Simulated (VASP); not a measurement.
Set up this calculation in VASP 6.6.1, as the native input.

```
Task                   : single point
Functional             : LDA
Potentials or basis    : VASP PAW LDA potentials, release 64 (Li_sv, F)
Cutoff                 : 750 eV
k mesh                 : 10 × 10 × 10
Occupations            : gaussian, width 0.01 eV
Spin                   : no spin polarisation
Dipole correction      : no
Further INCAR settings : ALGO = Normal; EDIFF = 1e-06; NBANDS = 12
```

The structure of LiF lies in POSCAR:

```
LiF
1.0
    0.0000000000      1.9948691812      1.9948691812
    1.9948691812      0.0000000000      1.9948691812
    1.9948691812      1.9948691812      0.0000000000
Li F
1 1
Direct
    0.0000000000      0.0000000000      0.0000000000
    0.5000000000      0.5000000000      0.5000000000
```

One way to write it, as run:

INCAR

```
SYSTEM = LiF
PREC = Accurate
ENCUT = 750
EDIFF = 1E-6
ISMEAR = 0
SIGMA = 0.01
LREAL = .False.
LASPH = .True.
NELM = 120
ALGO = Normal
ISIF = 2
LWAVE = .False.
LCHARG = .False.
NBANDS = 12
GGA_COMPAT = .False.
```

KPOINTS

```
regular mesh
0
Gamma
  10 10 10
  0 0 0
```

Potentials or basis: VASP PAW LDA potentials, release 64 (Li_sv, F).

Command:

```console
$ cat potpaw_LDA.64/Li_sv/POTCAR potpaw_LDA.64/F/POTCAR > POTCAR
$ mpirun -np 1 vasp_std > vasp.out
```

Results of the run:

```json
{
  "Pressure": "-5.2 GPa",
  "Band gap on the k mesh": "9.09 eV"
}
```

Caveat: the cell stands under tension.

Run time: 16 s on 1 thread of Oxide Virtual Turin-like Processor, with other jobs on the host, peak memory 0.1 GiB.
